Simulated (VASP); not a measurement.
# LaSi2Os2 (I4/mmm) in VASP: single point with LDA

Aim: the single point of LaSi2Os2 with LDA.

Program: VASP 6.6.1. These are calculated values, not measurements. Logs are shortened: lines on timing, memory, paths and dates and some standing lists are left out, and cuts for length are marked.

## 1. The cell of the first run

Symmetry: I4/mmm, No. 139, tetragonal system. The conventional cell has a = 4.166 Å, b = 4.166 Å, c = 9.980 Å, α = 90.00°, β = 90.00°, γ = 90.00°. Os (site symmetry -4m2) has 4 Si at 2.43 Å and 4 Os at 2.95 Å and 4 La at 3.25 Å within 3.3 Å. Within 3.2 Å of Si (site symmetry 4mm) lie 4 Os at 2.43 Å and 1 Si at 2.50 Å and 4 La at 3.20 Å. Within 4.2 Å of La (site symmetry 4/mmm) lie 10 Si at 3.20 to 3.74 Å and 8 Os at 3.25 Å and 4 La at 4.17 Å.

## 2. Single point, LDA

File INCAR:

```
SYSTEM = LaSi2Os2
PREC = Accurate ; ENCUT = 520
EDIFF = 1E-6 ; ISMEAR = 0
SIGMA = 0.036 ; LREAL = .False.
LASPH = .True. ; NELM = 80
ALGO = Normal ; ISIF = 2
LWAVE = .False. ; LCHARG = .True.
LELF = .True. ; LVHAR = .True.
NBANDS = 26
```

File KPOINTS:

```
Automatic mesh
0
Gamma
  9 9 9
  0 0 0
```

File POSCAR:

```
LaSi2Os2
1.0
    0.0000000000      4.1658660000      0.0000000000
    4.1658660000      0.0000000000      0.0000000000
    2.0829330000      2.0829330000     -4.9901610000
Os Si La
2 2 1
Direct
    0.7500000000      0.2500000000      0.5000000000
    0.2500000000      0.7500000000      0.5000000000
    0.3750000000      0.3750000000      0.2500000000
    0.6250000000      0.6250000000      0.7500000000
    0.0000000000      0.0000000000      0.0000000000
```

Potentials or basis: VASP PAW LDA potentials, release 64 (Os, Si, La).

On the command line:

```
$ cat potpaw_LDA.64/Os/POTCAR potpaw_LDA.64/Si/POTCAR potpaw_LDA.64/La/POTCAR > POTCAR
$ mpirun -np 1 vasp_std > vasp.out
```

OUTCAR:

```text
SYSTEM = LaSi2Os2
   PREC = Accurate
   ENCUT = 520
   EDIFF = 1E-6
   ISMEAR = 0
   LREAL = .False.
   LASPH = .True.
   NELM = 80
   ISIF = 2

 ion  position               nearest neighbor table
   1  0.750  0.250  0.500-   3 2.43   3 2.43   4 2.43   4 2.43   2 2.95   2 2.95   2 2.95   2 2.95
                             5 3.25   5 3.25   5 3.25   5 3.25
   2  0.250  0.750  0.500-   3 2.43   3 2.43   4 2.43   4 2.43   1 2.95   1 2.95   1 2.95   1 2.95
                             5 3.25   5 3.25   5 3.25   5 3.25
   3  0.375  0.375  0.250-   1 2.43   2 2.43   2 2.43   1 2.43   4 2.50   5 3.20   5 3.20   5 3.20
                             5 3.20
   4  0.625  0.625  0.750-   2 2.43   1 2.43   1 2.43   2 2.43   3 2.50   5 3.20   5 3.20   5 3.20
                             5 3.20
   5  0.000  0.000  0.000-   4 3.20   4 3.20   4 3.20   3 3.20   4 3.20   3 3.20   3 3.20   3 3.20
                             2 3.25   1 3.25   2 3.25   1 3.25   1 3.25   2 3.25   2 3.25   1 3.25

  LATTYP: Found a body centered tetragonal cell.
 ALAT       =     4.1658660000
 C/A-ratio  =     2.3957376449

  Lattice vectors:

 A1 = (  -2.0829330000,   2.0829330000,   4.9901610000)
 A2 = (   2.0829330000,  -2.0829330000,   4.9901610000)
 A3 = (   2.0829330000,   2.0829330000,  -4.9901610000)

Analysis of symmetry for initial positions (statically):
=====================================================================
 Subroutine PRICEL returns:
 Original cell was already a primitive cell.

 Routine SETGRP: Setting up the symmetry group for a
 body centered tetragonal supercell.

 Subroutine GETGRP returns: Found 16 space group operations
 (whereof 16 operations were pure point group operations)
 out of a pool of 16 trial point group operations.

The static configuration has the point symmetry D_4h.

Analysis of symmetry for dynamics (positions and initial velocities):
=====================================================================
 Subroutine PRICEL returns:
 Original cell was already a primitive cell.

 Routine SETGRP: Setting up the symmetry group for a
 body centered tetragonal supercell.

 Subroutine GETGRP returns: Found 16 space group operations
 (whereof 16 operations were pure point group operations)
 out of a pool of 16 trial point group operations.

The dynamic configuration has the point symmetry D_4h.

 Subroutine INISYM returns: Found 16 space group operations
 (whereof 16 operations are pure point group operations),
 and found     1 'primitive' translations

----------------------------------------------------------------------------------------

                                     Primitive cell

[... 102 lines left out ...]
   ISIF   =      2    stress and relaxation
   ISYM   =      2    0-nonsym 1-usesym 2-fastsym
   POTIM  = 0.5000    time-step for ionic-motion
   TEBEG  =    0.0;   TEEND  =   0.0 temperature during run
   PSTRESS=    0.0 pullay stress
   NELECT =      35.0000    total number of electrons
   NUPDOWN=      -1.0000    fix difference up-down
   EMIN   =  10.00;   EMAX   =-10.00  energy-range for DOS
   EFERMI =   0.00;   METHOD = LEGACY
   ISMEAR =     0;   SIGMA  =   0.04  broadening in eV -4-tet -1-fermi 0-gaus
   EFERMI_NEDOS =   21; number of points for ismear=-14 and -15
   IALGO  =     38    algorithm
   IMIX   =      4    mixing-type and parameters
     AMIX     =   0.40;   BMIX     =  1.00
     AMIX_MAG =   1.60;   BMIX_MAG =  1.00
  volume/ion in A,a.u.               =      17.32       116.88
  Fermi-wavevector in a.u.,A,eV,Ry     =   1.210382  2.287290 19.932870  1.465025
  Thomas-Fermi vector in A             =   2.345930
   LORBIT       =      0    0 simple, 1 ext, 2 COOP (PROOUT), +10 PAW based schemes
   GGA     = CA    functional components
   LHFCALC =     F    Hartree Fock is set to
   AEXX    =    0.0000 exact exchange contribution
   IVDW    =     0    specifies the selected vdW correction
   LEPSILON=     F    determine dielectric tensor
   LRPA    =     F    only Hartree local field effects (RPA)
 non-spin polarized calculation
 Gauss-broadening in eV      SIGMA  =   0.04
  energy-cutoff  :      520.00
  volume of cell :       86.60
 maximum number of plane-waves:      2354
   NGX = 15   NGY = 15   NGZ = 21

 number of electron      34.9999998 magnetization

 Free energy of the ion-electron system (eV)
  ---------------------------------------------------
  ext. energy  EPLUGINS =         0.00000000
  ---------------------------------------------------
  free energy    TOTEN  =       -46.30688968 eV

  energy without entropy =      -46.30492929  energy(sigma->0) =      -46.30590948

 E-fermi :   9.0689     XC(G=0): -11.9874

 val. band max:        9.0518679435   @ k =  -0.1111   0.3333   0.1111
 cond. band min:       9.0703792421   @ k =   0.3333   0.2222  -0.0000
 fundamental gap:      0.0185112986
 Fermi energy:         9.0689356245

 k-point     1 :       0.0000    0.0000    0.0000
  band No.  band energies     occupation
      1     -22.6241      2.00000
      2      -6.5157      2.00000
      3      -6.4791      2.00000
      4      -6.4791      2.00000
      5      -1.6566      2.00000
      6       1.3980      2.00000
[... 685 lines left out ...]
     25      11.8803      0.00000
     26      11.9683      0.00000

 [... further k-points ...]

------------------------ aborting loop because EDIFF is reached ----------------------------------------

  FORCE on cell =-STRESS in cart. coord.  units (eV):
  Direction    XX          YY          ZZ          XY          YZ          ZX
  --------------------------------------------------------------------------------------
  -------------------------------------------------------------------------------------
  Total       -2.5018389     -2.5018389     -2.0932404      0.0000000      0.0000000      0.0000000
  in kB      -46.2854810    -46.2854810    -38.7261696      0.0000000      0.0000000      0.0000000
  external PRESSURE =     -43.7657105 kB  Pullay stress =       0.0000000 kB

 VOLUME and BASIS-vectors are now :
 -----------------------------------------------------------------------------
  energy-cutoff  :      520.00
  volume of cell :       86.60
      direct lattice vectors                 reciprocal lattice vectors
     0.000000000  4.165866000  0.000000000     0.000000000  0.240046127  0.100197168
     4.165866000  0.000000000  0.000000000     0.240046127  0.000000000  0.100197168
     2.082933000  2.082933000 -4.990161000     0.000000000  0.000000000 -0.200394336

 POSITION                                       TOTAL-FORCE (eV/Angst)
 -----------------------------------------------------------------------------------
      2.08293      4.16587     -2.49508         0.000000      0.000000      0.000000
      4.16587      2.08293     -2.49508        -0.000000      0.000000     -0.000000
      2.08293      2.08293     -1.24754        -0.000000     -0.000000     -1.240802
      4.16587      4.16587     -3.74262         0.000000      0.000000      1.240802
      0.00000      0.00000      0.00000        -0.000000     -0.000000      0.000000
 -----------------------------------------------------------------------------------
    total drift:                               -0.000000     -0.000000     -0.000000

  FREE ENERGIE OF THE ION-ELECTRON SYSTEM (eV)
  ---------------------------------------------------
  free  energy   TOTEN  =       -46.3068896816 eV

  energy  without entropy=      -46.3049292852  energy(sigma->0) =      -46.30590948
```

stdout:

```text
POSCAR found type information on POSCAR OsSiLa
 POSCAR found :  3 types and       5 ions
 scaLAPACK will be used
 LDA part: xc-table for (Slater(with rela. corr.)+CA(PZ))
 , standard interpolation
 POSCAR, INCAR and KPOINTS ok, starting setup
 FFT: planning ... GRIDC
 FFT: planning ... GRID_SOFT
 FFT: planning ... GRID
 WAVECAR not read
 entering main loop
```

It took 2.1 min on 1 thread of Intel Xeon Platinum 8259CL at 2.50GHz (Skylake/Cascade Lake), shared host; peak memory 0.33 GiB.

What came out:

| Quantity | Value |
| --- | --- |
| Free energy | -46.3069 eV |
| Pressure | -4.4 GPa |
| Largest force | 1.241 eV/Å |
| Band gap on the k mesh | zero (an odd number of electrons rules out a gap without spin polarisation) |

Forces in eV/Å, atoms in the order of the input:
```
Os   0.000  0.000  0.000
Os   0.000  0.000  0.000
Si   0.000  0.000 -1.241
Si   0.000  0.000  1.241
La   0.000  0.000  0.000
```

Caveat: the cell stands under tension; spin-orbit coupling is left out, which moves the levels of the heavy elements; forces of over 1 eV/Å act on the atoms, so gaps and moduli don't describe the material at rest.
